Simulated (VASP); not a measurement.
Set up this calculation in VASP 6.6.1, as the native input.

```
Task                   : single point
Functional             : r2SCAN
Potentials or basis    : VASP PAW PBE potentials, release 64 (Mo_sv, S)
Cutoff                 : 520 eV
k mesh                 : 12 × 12 × 12
Occupations            : gaussian, width 0.02 eV
Spin                   : no spin polarisation
Dipole correction      : no
Further INCAR settings : ALGO = Normal; EDIFF = 1e-06; NBANDS = 20
```

The system is MoS2.

```
Mo S
1.0
     1.59250    0.91943    6.49700
    -1.59250    0.91943    6.49700
     0.00000   -1.83886    6.49700
Mo S
1 2
Direct
  0.00011 0.00011 0.00011
  0.25380 0.25380 0.25380
  0.41309 0.41309 0.41309
```

These files were run (other wordings do the same):

POSCAR

```
MoS2
1.0
    1.5924975111      0.9194288667      6.4970045530
   -1.5924975111      0.9194288667      6.4970045530
    0.0000000000     -1.8388577334      6.4970045530
Mo S
1 2
Direct
    0.0001073013      0.0001073013      0.0001073013
    0.2538005345      0.2538005345      0.2538005345
    0.4130921642      0.4130921642      0.4130921642
```

INCAR.step1

```
SYSTEM = MoS2
ALGO = Normal
EDIFF = 1E-4
ENCUT = 520
GGA = PE
ISMEAR = 0
LASPH = .TRUE.
LCHARG = .FALSE.
LREAL = .FALSE.
LWAVE = .TRUE.
NBANDS = 20
NELM = 60
PREC = Accurate
SIGMA = 0.02
```

INCAR.step2

```
SYSTEM = MoS2
ALGO = Normal
EDIFF = 1E-6
ENCUT = 520
ISIF = 2
ISMEAR = 0
ISTART = 1
LASPH = .TRUE.
LCHARG = .FALSE.
LMIXTAU = .TRUE.
LREAL = .FALSE.
LWAVE = .FALSE.
METAGGA = R2SCAN
NBANDS = 20
NELM = 60
PREC = Accurate
SIGMA = 0.02
```

KPOINTS

```
k-points
0
G
  12 12 12
  0 0 0
```

Potentials or basis: VASP PAW PBE potentials, release 64 (Mo_sv, S).

Run with:

```sh
$ cat potpaw_PBE.64/Mo_sv/POTCAR potpaw_PBE.64/S/POTCAR > POTCAR
$ cp INCAR.step1 INCAR
$ mpirun -np 1 vasp_std > vasp.out
$ cp INCAR.step2 INCAR
$ mpirun -np 1 vasp_std > vasp.out
```

Results of the run:

The pressure is 0.0 GPa. The band gap on the k mesh is 1.17 eV (least direct gap 1.77 eV).

Caveat: the PAW data sets were made with another functional, which shifts forces and pressure a little.

Wall time 79 min on 1 thread of Intel Xeon 8259CL, on a shared host, peak memory 0.51 GiB.
